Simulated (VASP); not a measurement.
# TiTe2: relaxation of shape and atoms at fixed volume with PBE+D3(BJ)

TiTe2:

```xyz
3
Lattice="3.7326 0.0000 0.0000 -1.8663 3.2325 0.0000 0.0000 0.0000 6.4471" Properties=species:S:1:pos:R:3 pbc="T T T"
Ti    0.0000    0.0000    0.0000
Te    1.8663    1.0775    1.7485
Te    0.0000    2.1550    4.6986
```

This cell differs from its parent crystal: volume scaled by 1.03.

```json
{
 "Program": "VASP 6.6.1",
 "Task": "relaxation of shape and atoms at fixed volume",
 "Functional": "PBE",
 "Dispersion": "D3(BJ)",
 "Potentials or basis": "VASP PAW PBE potentials, release 64 (Ti_sv, Te)",
 "Cutoff": "600 eV",
 "k mesh": "12 × 12 × 8",
 "Occupations": "gaussian, width 0.1 eV",
 "Spin": "no spin polarisation",
 "Dipole correction": "no",
 "Further INCAR settings": "ALGO = Normal; EDIFF = 1e-07; IBRION = 2; EDIFFG = -0.01; NSW = 50; ISIF = 4"
}
```

```yaml
Energy_gained_by_relaxing: 2.0 meV/atom
Ionic_steps: 8
Pressure_after_relaxing: -1.1 GPa
Band_gap_on_the_k_mesh: zero (band 12 reaches 7.65 eV, above the bottom of band 13 at 6.87 eV)
Dispersion_energy_per_atom: -0.507 eV
```

The path:
| step | energy change (eV) | largest force (eV/Å) | pressure (GPa) | volume (Å³) |
| --- | --- | --- | --- | --- |
| 1 | 0.0000 | 0.2325 | -1.97 | 77.79 |
| 2 | -0.0039 | 0.1127 | -1.58 | 77.79 |
| 3 | -0.0049 | 0.0210 | -1.27 | 77.79 |
| 4 | -0.0050 | 0.0147 | -1.26 | 77.79 |
| 5 | -0.0055 | 0.0093 | -1.20 | 77.79 |
| 6 | -0.0058 | 0.0030 | -1.14 | 77.79 |
| 7 | -0.0055 | 0.0081 | -1.01 | 77.79 |
| 8 | -0.0059 | 0.0004 | -1.11 | 77.79 |

Final structure:
```
CELL_PARAMETERS angstrom
3.72411 0.00000 0.00000
-1.86205 3.22517 0.00000
0.00000 0.00000 6.47656
ATOMIC_POSITIONS crystal
Ti 0.00000 0.00000 0.00000
Te 0.66667 0.33333 0.26713
Te 0.33333 0.66667 0.73287
```

Levels at points of the mesh, in eV from the Fermi level:
```
           k point  band 9  band 10  band 11  band 12  band 13  band 14  band 15  band 16
(0.00, 0.00, 0.00)   -1.61     0.26     0.42     0.42     0.56     1.20     1.20     3.09
(0.50, 0.00, 0.00)   -2.84    -2.48    -1.73    -1.12    -0.03     1.22     1.57     2.40
(0.00, 0.00, 0.50)   -1.53    -1.53     0.41     0.41     0.84     0.84     1.03     3.57
(0.50, 0.00, 0.50)   -2.53    -2.04    -1.00    -0.52    -0.36     1.22     1.56     2.60
```

Wall time 24 min on 1 thread of AMD EPYC 7R13, on a shared host, peak memory 0.36 GiB.

Caveat: the cell differs from its parent crystal (volume scaled by 1.03); spin-orbit coupling is left out, which moves the levels of the heavy elements.
